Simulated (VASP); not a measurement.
Wanted: the native input for a VASP 6.6.1 run.

| Property | Result |
| --- | --- |
| Task | single point |
| Functional | r2SCAN |
| Potentials or basis | VASP PAW PBE potentials, release 64 (Cu, Sb) |
| Cutoff | 520 eV |
| k mesh | 12 × 12 × 12 |
| Occupations | gaussian, width 0.05 eV |
| Spin | no spin polarisation |
| Dipole correction | no |
| Further INCAR settings | ALGO = Normal; EDIFF = 1e-06; NBANDS = 15 |

CuSb:

```
Cu Sb
1.0
     0.00000    2.75266    2.75266
     2.75266    0.00000    2.75266
     2.75266    2.75266    0.00000
Cu Sb
1 1
Cartesian
  2.7527 2.7527 2.7527
  0.0000 0.0000 0.0000
```

One way to write it, as run:

POSCAR

```
CuSb
1.0
    0.0000000000      2.7526570693      2.7526570693
    2.7526570693      0.0000000000      2.7526570693
    2.7526570693      2.7526570693      0.0000000000
Cu Sb
1 1
Direct
    0.5000000000      0.5000000000      0.5000000000
    0.0000000000      0.0000000000      0.0000000000
```

INCAR.step1

```
ALGO = Normal ; EDIFF = 1E-4
ENCUT = 520 ; GGA = PE
ISMEAR = 0 ; LASPH = T
LCHARG = F ; LREAL = F
LWAVE = T ; NBANDS = 15
NELM = 100 ; PREC = Accurate
SIGMA = 0.05
```

INCAR.step2

```
ALGO = Normal ; EDIFF = 1E-6
ENCUT = 520 ; ISIF = 2
ISMEAR = 0 ; ISTART = 1
LASPH = T ; LCHARG = F
LMIXTAU = T ; LREAL = F
LWAVE = F ; METAGGA = R2SCAN
NBANDS = 15 ; NELM = 100
PREC = Accurate ; SIGMA = 0.05
```

KPOINTS

```
k-points
0
Gamma
  12 12 12
```

Potentials or basis: VASP PAW PBE potentials, release 64 (Cu, Sb).

Run with:

```console
$ cat potpaw_PBE.64/Cu/POTCAR potpaw_PBE.64/Sb/POTCAR > POTCAR
$ cp INCAR.step1 INCAR
$ mpirun -np 1 vasp_std > vasp.out
$ cp INCAR.step2 INCAR
$ mpirun -np 1 vasp_std > vasp.out
```

It gave:

* Pressure: -4.9 GPa
* Band gap on the k mesh: zero (bands 8 and 9 overlap by 4.77 eV)

Caveat: the cell stands under tension; the PAW data sets were made with another functional, which shifts forces and pressure a little; spin-orbit coupling is left out, which moves the levels of the heavy elements.

Run time: 3.2 min on 1 thread of Intel Xeon 8259CL, with other jobs on the host, peak memory 0.2 GiB.
